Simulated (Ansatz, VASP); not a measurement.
# TiC: VASP beside Ansatz

```
Ti C
1.0
     0.00000    2.16572    2.16572
     2.16572    0.00000    2.16572
     2.16572    2.16572    0.00000
Ti C
1 1
Direct
  0.00000 0.00000 0.00000
  0.50000 0.50000 0.50000
```

Alike in both runs: task single point; functional PBE; k mesh 11 × 11 × 11; occupations gaussian, width 0.014 eV; no spin polarisation.

|  | VASP | Ansatz |
| --- | --- | --- |
| version | VASP 6.6.1 | Ansatz 0.2.0 |
| potentials or method | VASP PAW PBE potentials, release 64 (Ti_sv, C), cutoff 520 eV | all-electron LAPW, scalar-relativistic |

Ansatz gave:

```
gap on the k mesh at the Fermi level (eV) : none
pressure (GPa)                            : 0.2
```

Task: What did VASP give for the same quantities?

Result: gap on the k mesh at the Fermi level (eV): none; pressure (GPa): 0.5.

A gap of «none» marks a metal or a gap that the smearing closes. Ansatz ran all-electron here, and VASP with PAW potentials.
